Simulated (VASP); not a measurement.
Here is a VASP 6.6.1 calculation.

The input INCAR:

```
PREC = Accurate
ENCUT = 520
EDIFF = 1E-6
ISMEAR = 0
SIGMA = 0.15
LREAL = F
LASPH = T
NELM = 60
ALGO = Normal
ISIF = 2
LWAVE = F
LCHARG = T
GGA = PS
LELF = T
LVHAR = T
NBANDS = 14
```

Contents of KPOINTS:

```
regular mesh
0
Gamma
  20 20 20
```

File POSCAR:

```
HfB
1.0
    0.5630732210      2.6230972000      2.6230972000
    2.6230972000      0.5630732210      2.6230972000
    2.6230972000      2.6230972000      0.5630732210
Hf B
1 1
Direct
    0.5000000000      0.5000000000      0.5000000000
    0.0000000000      0.0000000000      0.0000000000
```

Potentials or basis: VASP PAW PBE potentials, release 64 (Hf_pv, B).

Run with:

```sh
$ cat potpaw_PBE.64/Hf_pv/POTCAR potpaw_PBE.64/B/POTCAR > POTCAR
$ mpirun -np 1 vasp_std > vasp.out
```

Task: Estimate the pressure.

Result: 25.3 GPa.

Task: What does it give for the band gap on the k mesh?

Result: Zero (an odd number of electrons rules out a gap without spin polarisation).

Stress tensor (GPa, compression positive):
```
 25.28 -16.93 -16.93
-16.93  25.28 -16.93
-16.93 -16.93  25.28
```

Caveat: the cell stands under pressure; the PAW data sets were made with another functional, which shifts forces and pressure a little; spin-orbit coupling is left out, which moves the levels of the heavy elements.
